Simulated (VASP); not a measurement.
Here is a VASP 6.6.1 calculation.

The input INCAR:

```
SYSTEM = TiO2
  ALGO = Normal
  EDIFF = 1E-7
  ENCUT = 520
  GGA = RP
  ISIF = 2
  ISMEAR = -1
  LASPH = .TRUE.
  LCHARG = .FALSE.
  LREAL = .FALSE.
  LWAVE = .FALSE.
  NBANDS = 33
  NELM = 80
  PREC = Accurate
  SIGMA = 0.05
```

The input KPOINTS:

```
k-points
0
G
  6 6 9
  0 0 0
```

The input POSCAR:

```
TiO2
1.0
    4.5998373239      0.0000000000      0.0000000000
    0.0000000000      4.5998373239      0.0000000000
    0.0000000000      0.0000000000      2.9592135600
Ti O
2 4
Direct
    0.0000000000      0.0000000000      0.5000000000
    0.5000000000      0.5000000000      0.0000000000
    0.3043213200      0.3043213200      0.5000000000
    0.1956786800      0.8043213200      0.0000000000
    0.8043213200      0.1956786800      0.0000000000
    0.6956786800      0.6956786800      0.5000000000
```

Potentials or basis: VASP PAW PBE potentials, release 64 (Ti_sv, O).

Command:

```console
$ cat potpaw_PBE.64/Ti_sv/POTCAR potpaw_PBE.64/O/POTCAR > POTCAR
$ mpirun -np 1 vasp_std > vasp.out
```

Question: Estimate the band gap on the k mesh.

Answer: 1.88 eV, direct.

Question: Predict the largest force.

Answer: 0.050 eV/Å.

Forces in eV/Å, atoms in the order of the input:
```
Ti   0.000  0.000  0.000
Ti   0.000  0.000  0.000
O   -0.036 -0.036  0.000
O    0.036 -0.036  0.000
O   -0.036  0.036  0.000
O    0.036  0.036  0.000
```

Caveat: the PAW data sets were made with another functional, which shifts forces and pressure a little. As with any semilocal functional, this RPBE gap is likely too small.
